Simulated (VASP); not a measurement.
# Al2O3 (P-6m2) in VASP: further runs, part 2 of 2

VASP 6.6.1.

### 5 Single point, r2SCAN (strain +0.080 along x and y, +0.040 along z)

Contents of POSCAR:

```
Al2O3
1.0
    3.1150709442      0.0000000000      0.0000000000
   -1.5575354721      2.6977305722      0.0000000000
    0.0000000000      0.0000000000      9.7102246384
Al O
2 3
Direct
    0.0000000000      0.0000000000      0.1499923300
    0.0000000000      0.0000000000      0.8500076700
    0.3333333333      0.6666666667      0.2223169200
    0.6666666667      0.3333333333      0.0000000000
    0.3333333333      0.6666666667      0.7776830800
```

Contents of INCAR.step1:

```
SYSTEM = Al2O3
  PREC = Accurate
  ENCUT = 520
  ISMEAR = 0
  SIGMA = 0.05
  LREAL = .False.
  LASPH = .True.
  NELM = 80
  NBANDS = 20
  GGA = PE
  ALGO = Normal
  EDIFF = 1E-4
  LWAVE = .True.
  LCHARG = .False.
```

Contents of INCAR.step2:

```
SYSTEM = Al2O3
  PREC = Accurate
  ENCUT = 520
  EDIFF = 1E-6
  ISMEAR = 0
  SIGMA = 0.05
  LREAL = .False.
  LASPH = .True.
  NELM = 80
  ALGO = Normal
  ISIF = 2
  LWAVE = .False.
  LCHARG = .False.
  METAGGA = R2SCAN
  LMIXTAU = .True.
  NBANDS = 20
  ISTART = 1
```

Contents of KPOINTS:

```
Automatic mesh
0
Gamma
  12 12 4
  0 0 0
```

Potentials or basis: VASP PAW PBE potentials, release 64 (Al, O).

On the command line:

```console
> cat potpaw_PBE.64/Al/POTCAR potpaw_PBE.64/O/POTCAR > POTCAR
> cp INCAR.step1 INCAR
> mpirun -np 1 vasp_std > vasp.out
> cp INCAR.step2 INCAR
> mpirun -np 1 vasp_std > vasp.out
```

OUTCAR:

```text
SYSTEM = Al2O3
   PREC = Accurate
   ENCUT = 520
   EDIFF = 1E-6
   ISMEAR = 0
   LREAL = .False.
   LASPH = .True.
   NELM = 80
   ISIF = 2
   METAGGA = R2SCAN
   ISTART = 1

 ion  position               nearest neighbor table
   1  0.000  0.000  0.150-   3 1.93   3 1.93   3 1.93   4 2.31   4 2.31   4 2.31   2 2.91
   2  0.000  0.000  0.850-   5 1.93   5 1.93   5 1.93   4 2.31   4 2.31   4 2.31   1 2.91
   3  0.333  0.667  0.222-   1 1.93   1 1.93   1 1.93
[... 759 lines left out ...]
  --------------------------------------------------------------------------------------
  -------------------------------------------------------------------------------------
  Total      -15.1011201    -15.1011201     -5.9392654     -0.0000000      0.0000000      0.0000000
  in kB     -296.4994904   -296.4994904   -116.6131497     -0.0000000      0.0000000      0.0000000
  external PRESSURE =    -236.5373769 kB  Pullay stress =       0.0000000 kB

 VOLUME and BASIS-vectors are now :
 -----------------------------------------------------------------------------
  energy-cutoff  :      520.00
  volume of cell :       81.60
      direct lattice vectors                 reciprocal lattice vectors
     3.115070944  0.000000000  0.000000000     0.321019976  0.185340970  0.000000000
    -1.557535472  2.697730572  0.000000000     0.000000000  0.370681939  0.000000000
     0.000000000  0.000000000  9.710224638     0.000000000  0.000000000  0.102984229

 POSITION                                       TOTAL-FORCE (eV/Angst)
 -----------------------------------------------------------------------------------
      0.00000      0.00000      1.45646         0.000000     -0.000000      0.914481
      0.00000      0.00000      8.25377         0.000000     -0.000000     -0.914481
     -0.00000      1.79849      2.15875        -0.000000      0.000000     -1.973859
      1.55754      0.89924      0.00000        -0.000000      0.000000      0.000000
     -0.00000      1.79849      7.55148        -0.000000      0.000000      1.973859
 -----------------------------------------------------------------------------------
    total drift:                               -0.000001      0.000001      0.000000

  FREE ENERGIE OF THE ION-ELECTRON SYSTEM (eV)
  ---------------------------------------------------
  free  energy   TOTEN  =       -45.2462758199 eV

  energy  without entropy=      -45.2462758199  energy(sigma->0) =      -45.24627582
```

OUTCAR.step1:

```text
SYSTEM = Al2O3
   PREC = Accurate
   ENCUT = 520
   ISMEAR = 0
   LREAL = .False.
   LASPH = .True.
[... 786 lines left out ...]
     -0.00000      1.79849      2.15875         0.000000      0.000000     -1.536296
      1.55754      0.89924      0.00000         0.000000     -0.000000      0.000000
     -0.00000      1.79849      7.55148         0.000000     -0.000000      1.536296
 -----------------------------------------------------------------------------------
    total drift:                               -0.000000      0.000000     -0.000000

  FREE ENERGIE OF THE ION-ELECTRON SYSTEM (eV)
  ---------------------------------------------------
  free  energy   TOTEN  =       -35.2705710323 eV

  energy  without entropy=      -35.2705710323  energy(sigma->0) =      -35.27057103
```

OSZICAR.step1:

```text
N       E                     dE             d eps       ncg     rms          rms(c)
DAV:   1     0.120016582025E+03    0.12002E+03   -0.11583E+04  2280   0.105E+03
DAV:   2    -0.296764715461E+02   -0.14969E+03   -0.14544E+03  2940   0.234E+02
DAV:   3    -0.395085929074E+02   -0.98321E+01   -0.97896E+01  2868   0.641E+01
DAV:   4    -0.396183109301E+02   -0.10972E+00   -0.10967E+00  2832   0.762E+00
DAV:   5    -0.396200106954E+02   -0.16998E-02   -0.16997E-02  2916   0.916E-01    0.121E+01
DAV:   6    -0.353482118320E+02    0.42718E+01   -0.15902E+01  2424   0.265E+01    0.461E+00
DAV:   7    -0.353002161587E+02    0.47996E-01   -0.38079E-01  2572   0.455E+00    0.253E+00
DAV:   8    -0.352719428031E+02    0.28273E-01   -0.80470E-02  2780   0.258E+00    0.699E-01
DAV:   9    -0.352701826689E+02    0.17601E-02   -0.15252E-02  3020   0.106E+00    0.217E-01
DAV:  10    -0.352705694796E+02   -0.38681E-03   -0.33735E-03  2708   0.401E-01    0.150E-01
DAV:  11    -0.352706307557E+02   -0.61276E-04   -0.24086E-03  2564   0.432E-01    0.575E-02
DAV:  12    -0.352705710323E+02    0.59723E-04   -0.44506E-04  2628   0.158E-01
   1 F= -.35270571E+02 E0= -.35270571E+02  d E =-.362872E-13
```

Wall time 4.2 min (1 thread of AMD EPYC 9R45 (Zen 5), shared host); peak memory 0.21 GiB.

Results:

| Item | Value |
| --- | --- |
| Free energy | -45.2463 eV |
| Pressure | -23.7 GPa |
| Largest force | 1.974 eV/Å |
| Band gap on the k mesh | 3.64 eV, indirect (least direct gap 3.77 eV) |

Forces on the atoms (eV/Å):
```
Al   0.000  0.000  0.914
Al   0.000  0.000 -0.914
O    0.000  0.000 -1.974
O    0.000  0.000  0.000
O    0.000  0.000  1.974
```

Stress tensor (GPa, compression positive):
```
-29.65   0.00   0.00
  0.00 -29.65   0.00
  0.00   0.00 -11.66
```

Caveat: the cell differs from its parent crystal (strain +0.080 along x and y, +0.040 along z); the PAW data sets were made with another functional, which shifts forces and pressure a little. A k mesh can miss the band edges.

### 6 Single point, r2SCAN (strain +0.080 along x and y, +0.080 along z)

Changes to POSCAR since step 5:

```diff
@@ -4,3 +4,3 @@
    -1.5575354721      2.6977305722      0.0000000000
-    0.0000000000      0.0000000000      9.7102246384
+    0.0000000000      0.0000000000     10.0836948168
 Al O
```

Contents of INCAR.step1:

```
ALGO = Normal ; EDIFF = 1E-4
ENCUT = 520 ; GGA = PE
ISMEAR = 0 ; LASPH = T
LCHARG = F ; LREAL = F
LWAVE = T ; NBANDS = 20
NELM = 60 ; PREC = Accurate
SIGMA = 0.05
```

Contents of INCAR.step2:

```
ALGO = Normal ; EDIFF = 1E-7
ENCUT = 520 ; ISIF = 2
ISMEAR = 0 ; ISTART = 1
LASPH = T ; LCHARG = F
LMIXTAU = T ; LREAL = F
LWAVE = F ; METAGGA = R2SCAN
NBANDS = 20 ; NELM = 60
PREC = Accurate ; SIGMA = 0.05
```

Contents of KPOINTS:

```
k-points
0
Gamma
  12 12 4
```

Potentials or basis: VASP PAW PBE potentials, release 64 (Al, O).

On the command line:

```console
> cat potpaw_PBE.64/Al/POTCAR potpaw_PBE.64/O/POTCAR > POTCAR
> cp INCAR.step1 INCAR
> mpirun -np 1 vasp_std > vasp.out
> cp INCAR.step2 INCAR
> mpirun -np 1 vasp_std > vasp.out
```

OUTCAR:

```text
EDIFF = 1E-7
   ENCUT = 520
   ISIF = 2
   ISMEAR = 0
   ISTART = 1
   LASPH = T
   LREAL = F
   METAGGA = R2SCAN
   NELM = 60
   PREC = Accurate

 ion  position               nearest neighbor table
   1  0.000  0.000  0.150-   3 1.94   3 1.94   3 1.94   4 2.35   4 2.35   4 2.35   2 3.02
   2  0.000  0.000  0.850-   5 1.94   5 1.94   5 1.94   4 2.35   4 2.35   4 2.35   1 3.02
   3  0.333  0.667  0.222-   1 1.94   1 1.94   1 1.94
   4  0.667  0.333  0.000-   1 2.35   2 2.35   1 2.35   2 2.35   1 2.35   2 2.35
   5  0.333  0.667  0.778-   2 1.94   2 1.94   2 1.94

  LATTYP: Found a hexagonal cell.
 ALAT       =     3.1150709442
 C/A-ratio  =     3.2370674689

  Lattice vectors:

 A1 = (   3.1150709442,   0.0000000000,   0.0000000000)
 A2 = (  -1.5575354721,   2.6977305722,   0.0000000000)
 A3 = (   0.0000000000,   0.0000000000,  10.0836948168)

Analysis of symmetry for initial positions (statically):
=====================================================================
 Subroutine PRICEL returns:
 Original cell was already a primitive cell.

 Routine SETGRP: Setting up the symmetry group for a
 hexagonal supercell.

 Subroutine GETGRP returns: Found 12 space group operations
 (whereof 12 operations were pure point group operations)
 out of a pool of 24 trial point group operations.

The static configuration has the point symmetry D_3h.

Analysis of symmetry for dynamics (positions and initial velocities):
=====================================================================
 Subroutine PRICEL returns:
 Original cell was already a primitive cell.

 Routine SETGRP: Setting up the symmetry group for a
 hexagonal supercell.

 Subroutine GETGRP returns: Found 12 space group operations
 (whereof 12 operations were pure point group operations)
 out of a pool of 24 trial point group operations.

The dynamic configuration has the point symmetry D_3h.

 Subroutine INISYM returns: Found 12 space group operations
 (whereof 12 operations are pure point group operations),
 and found     1 'primitive' translations

----------------------------------------------------------------------------------------

                                     Primitive cell

  volume of cell :      84.7396

  direct lattice vectors                    reciprocal lattice vectors
     3.115070944  0.000000000  0.000000000     0.321019976  0.185340970  0.000000000
    -1.557535472  2.697730572  0.000000000     0.000000000  0.370681939  0.000000000
     0.000000000  0.000000000 10.083694817     0.000000000  0.000000000  0.099169999

  length of vectors
     3.115070944  3.115070944 10.083694817     0.370681939  0.370681939  0.099169999

  position of ions in fractional coordinates (direct lattice)
     0.000000000  0.000000000  0.149992330
     0.000000000  0.000000000  0.850007670
     0.333333333  0.666666667  0.222316920
     0.666666667  0.333333333  0.000000000
     0.333333333  0.666666667  0.777683080

  ion indices of the primitive-cell ions
   primitive index   ion index
                 1           1
                 2           2
                 3           3
                 4           4
                 5           5

----------------------------------------------------------------------------------------

 KPOINTS: k-points

Automatic generation of k-mesh.
 Grid dimensions read from file:
 generate k-points for:   12   12    4

 Generating k-lattice:

  Cartesian coordinates                     Fractional coordinates (reciprocal lattice)
     0.026751665  0.015445081  0.000000000     0.083333333  0.000000000  0.000000000
     0.000000000  0.030890162  0.000000000     0.000000000  0.083333333  0.000000000
     0.000000000  0.000000000  0.024792500     0.000000000  0.000000000  0.250000000

  Length of vectors
     0.030890162  0.030890162  0.024792500

  Shift w.r.t. Gamma in fractional coordinates (k-lattice)
     0.000000000  0.000000000  0.000000000

 Subroutine IBZKPT returns following result:
 ===========================================

 Found     57 irreducible k-points:

 Following reciprocal coordinates:
            Coordinates               Weight
  0.000000  0.000000  0.000000      1.000000
  0.083333  0.000000  0.000000      6.000000
  0.166667 -0.000000  0.000000      6.000000
  0.250000 -0.000000  0.000000      6.000000
  0.333333  0.000000  0.000000      6.000000
  0.416667 -0.000000  0.000000      6.000000
[... 16 lines left out ...]
  0.250000 -0.000000  0.250000     12.000000
  0.333333  0.000000  0.250000     12.000000
 [... further k-points ...]
   k-points           NKPTS =     57   k-points in BZ     NKDIM =     57   number of bands    NBANDS=     20
   number of dos      NEDOS =    301   number of ions     NIONS =      5
   total plane-waves  NPLWV =  46080
   dimension x,y,z NGX =    24 NGY =   24 NGZ =   80
   dimension x,y,z NGXF=    48 NGYF=   48 NGZF=  160
   ions per type =               2   3
   NGX,Y,Z   is equivalent  to a cutoff of  12.81, 12.81, 13.19 a.u.
   NGXF,Y,Z  is equivalent  to a cutoff of  25.62, 25.62, 26.38 a.u.
 SYSTEM =  unknown system
   PREC   = accura    normal or accurate (medium, high low for compatibility)
   ISTART =      1    job   : 0-new  1-cont  2-samecut
   ICHARG =      0    charge: 1-file 2-atom 10-const
   ISPIN  =      1    spin polarized calculation?
   LNONCOLLINEAR =      F non collinear calculations
   LSORBIT =      F    spin-orbit coupling
   LASPH  =      T    aspherical Exc in radial PAW
   ENCUT  =  520.0 eV  38.22 Ry    6.18 a.u.   5.79  5.79 18.75*2*pi/ulx,y,z
   NELM   =     60;   NELMIN=  2; NELMDL=  0     # of ELM steps
   EDIFF  = 0.1E-06   stopping-criterion for ELM
   LREAL  =      F    real-space projection
   EDIFFG = 0.1E-05   stopping-criterion for IOM
   NSW    =      0    number of steps for IOM
   IBRION =     -1    ionic relax: 0-MD 1-quasi-New 2-CG
   NFREE  =      0    steps in history (QN), initial steepest desc. (CG)
   ISIF   =      2    stress and relaxation
   ISYM   =      2    0-nonsym 1-usesym 2-fastsym
   POTIM  = 0.5000    time-step for ionic-motion
   TEBEG  =    0.0;   TEEND  =   0.0 temperature during run
   PSTRESS=    0.0 pullay stress
   NELECT =      24.0000    total number of electrons
   NUPDOWN=      -1.0000    fix difference up-down
   EMIN   =  10.00;   EMAX   =-10.00  energy-range for DOS
   EFERMI =   0.00;   METHOD = LEGACY
   ISMEAR =     0;   SIGMA  =   0.05  broadening in eV -4-tet -1-fermi 0-gaus
   EFERMI_NEDOS =   21; number of points for ismear=-14 and -15
   IALGO  =     38    algorithm
   IMIX   =      4    mixing-type and parameters
     AMIX     =   0.40;   BMIX     =  1.00
     AMIX_MAG =   1.60;   BMIX_MAG =  1.00
  volume/ion in A,a.u.               =      16.95       114.37
  Fermi-wavevector in a.u.,A,eV,Ry     =   1.075102  2.031649 15.726229  1.155845
  Thomas-Fermi vector in A             =   2.210949
   LORBIT       =      0    0 simple, 1 ext, 2 COOP (PROOUT), +10 PAW based schemes
   METAGGA = R2SCAN    functional components
   LHFCALC =     F    Hartree Fock is set to
   AEXX    =    0.0000 exact exchange contribution
   IVDW    =     0    specifies the selected vdW correction
   LEPSILON=     F    determine dielectric tensor
   LRPA    =     F    only Hartree local field effects (RPA)
 non-spin polarized calculation
 Gauss-broadening in eV      SIGMA  =   0.05
  energy-cutoff  :      520.00
  volume of cell :       84.74
 maximum number of plane-waves:      2308
 NGX is ok and might be reduce to    24
   NGX = 11   NGY = 11   NGZ = 37

 number of electron      23.9999988 magnetization

 Free energy of the ion-electron system (eV)
  ---------------------------------------------------
  ext. energy  EPLUGINS =         0.00000000
  ---------------------------------------------------
  free energy    TOTEN  =       -44.97274454 eV

  energy without entropy =      -44.97274454  energy(sigma->0) =      -44.97274454

 E-fermi :  -0.5688     XC(G=0):  -7.8572

 val. band max:       -0.8438742657   @ k =   0.1667  -0.0000   0.0000
 cond. band min:       2.8219173327   @ k =   0.0000   0.0000   0.0000
 fundamental gap:      3.6657915984
 Fermi energy:        -0.5688488078

 k-point     1 :       0.0000    0.0000    0.0000
  band No.  band energies     occupation
      1     -19.1470      2.00000
      2     -18.6539      2.00000
      3     -17.7109      2.00000
      4      -5.0046      2.00000
      5      -2.7799      2.00000
      6      -2.1751      2.00000
[... 12 lines left out ...]
     19      12.8301      0.00000
[... 513 lines left out ...]
      4      -5.3150      2.00000
      5      -5.0684      2.00000
      6      -4.0053      2.00000
[... 12 lines left out ...]
     19      11.3855      0.00000
     20      12.0541      0.00000

 [... further k-points ...]
[... 5 lines left out ...]
  --------------------------------------------------------------------------------------
  -------------------------------------------------------------------------------------
  Total      -15.1357338    -15.1357338     -8.6823642      0.0000000      0.0000000      0.0000000
  in kB     -286.1724709   -286.1724709   -164.1581207      0.0000000      0.0000000      0.0000000
  external PRESSURE =    -245.5010208 kB  Pullay stress =       0.0000000 kB

 VOLUME and BASIS-vectors are now :
 -----------------------------------------------------------------------------
  energy-cutoff  :      520.00
  volume of cell :       84.74
      direct lattice vectors                 reciprocal lattice vectors
     3.115070944  0.000000000  0.000000000     0.321019976  0.185340970  0.000000000
    -1.557535472  2.697730572  0.000000000     0.000000000  0.370681939  0.000000000
     0.000000000  0.000000000 10.083694817     0.000000000  0.000000000  0.099169999

 POSITION                                       TOTAL-FORCE (eV/Angst)
 -----------------------------------------------------------------------------------
      0.00000      0.00000      1.51248         0.000000      0.000000      0.637190
      0.00000      0.00000      8.57122         0.000000      0.000000     -0.637190
     -0.00000      1.79849      2.24178         0.000000     -0.000000     -2.348584
      1.55754      0.89924      0.00000        -0.000000     -0.000000      0.000000
     -0.00000      1.79849      7.84192        -0.000000     -0.000000      2.348584
 -----------------------------------------------------------------------------------
    total drift:                                0.000002     -0.000001      0.000000

  FREE ENERGIE OF THE ION-ELECTRON SYSTEM (eV)
  ---------------------------------------------------
  free  energy   TOTEN  =       -44.9727445358 eV

  energy  without entropy=      -44.9727445358  energy(sigma->0) =      -44.97274454
```

Run time: 5.5 min. Hardware: 1 thread of AMD EPYC 9R45 (Zen 5), shared host; peak memory 0.22 GiB.

Results:

```
Free energy            : -44.9727 eV
Pressure               : -24.6 GPa
Largest force          : 2.349 eV/Å
Band gap on the k mesh : 3.67 eV, indirect (least direct gap 3.79 eV)
```

Forces in eV/Å, atoms in the order of the input:
```
Al   0.000  0.000  0.637
Al   0.000  0.000 -0.637
O    0.000  0.000 -2.349
O    0.000  0.000  0.000
O    0.000  0.000  2.349
```

Stress tensor (GPa, compression positive):
```
-28.62   0.00   0.00
  0.00 -28.62   0.00
  0.00   0.00 -16.42
```

Levels at points of the mesh, in eV from the valence-band top:
```csv
k point,band 10,band 11,band 12,band 13,band 14,band 15
"(0.00, 0.00, 0.00)",-0.34,-0.34,-0.12,3.67,6.34,7.05
"(0.50, 0.00, 0.00)",-0.71,-0.65,-0.51,7.03,7.60,8.40
"(0.00, 0.00, 0.50)",-0.34,-0.34,-0.14,3.72,6.14,7.23
"(0.50, 0.00, 0.50)",-0.71,-0.65,-0.50,7.04,7.59,8.43
```

Caveat: the cell differs from its parent crystal (strain +0.080 along x and y, +0.080 along z); the PAW data sets were made with another functional, which shifts forces and pressure a little. A k mesh can miss the band edges.

### 7 Overview

```tsv
cell	gap on the mesh (eV)	pressure (GPa)	largest force (eV/Å)
a = 3.000, b = 3.000, c = 9.710 Å, angles 90.0, 90.0, 120.0°, 5 atoms	4.57	-17.5	1.60
a = 3.115, b = 3.115, c = 9.337 Å, angles 90.0, 90.0, 120.0°, 5 atoms	3.56	-22.4	1.57
a = 3.000, b = 3.000, c = 10.084 Å, angles 90.0, 90.0, 120.0°, 5 atoms	4.55	-19.1	2.04
a = 3.115, b = 3.115, c = 9.710 Å, angles 90.0, 90.0, 120.0°, 5 atoms	3.64	-23.7	1.97
a = 3.115, b = 3.115, c = 10.084 Å, angles 90.0, 90.0, 120.0°, 5 atoms	3.67	-24.6	2.35
```

Alike in all rows: task single point; level r2SCAN; potentials or basis VASP PAW PBE potentials, release 64 (Al, O); no spin polarisation; k mesh 12 × 12 × 4; cutoff (eV) 520; smearing gaussian 0.05 eV.

Caveats: the PAW data sets were made with another functional, which shifts forces and pressure a little.

Total energies depend on the potentials used, so only differences within one code and one set of settings carry meaning.
